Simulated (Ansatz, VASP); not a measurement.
**InGa5P6: VASP beside Ansatz**

```xyz
12
Lattice="3.8305 0.0000 0.0000 0.0000 5.4172 0.0000 0.0000 0.0000 11.4915" Properties=species:S:1:pos:R:3 pbc="T T T"
In    1.9153    2.7086    0.0000
Ga    0.0000    0.0000    9.5763
Ga    0.0000    0.0000    1.9153
Ga    1.9153    2.7086    3.8305
Ga    0.0000    0.0000    5.7458
Ga    1.9153    2.7086    7.6610
P     0.0000    2.7086    1.9153
P     0.0000    2.7086    5.7458
P     1.9153    0.0000    7.6610
P     0.0000    2.7086    9.5763
P     1.9153    0.0000    0.0000
P     1.9153    0.0000    3.8305
```

Alike in both runs: task relaxation of cell and atoms; functional PBE; k mesh 4 × 4 × 2; occupations gaussian, width 0.1 eV; no spin polarisation.

|  | VASP | Ansatz |
| --- | --- | --- |
| version | VASP 6.6.1 | Ansatz 0.2.0 |
| potentials or method | VASP PAW PBE potentials, release 64 (In_d, Ga_d, P), cutoff 600 eV | scalar-relativistic, plane waves, PAW |
| valence electrons in the cell | 108 | 108 |

```tsv
	VASP	Ansatz	Ansatz less VASP
gap on the k mesh at the Fermi level, each at its own relaxed structure (eV)	none	none	-
relaxed volume (Å³/atom)	17.94	17.95	+0.010
relaxed length of the cell vector where the two differ most in proportion (Å)	3.636	3.644	+0.0075
```

A gap of «none» marks a metal or a gap that the smearing closes.

The k mesh is coarse, so the values compare programs but aren't converged.
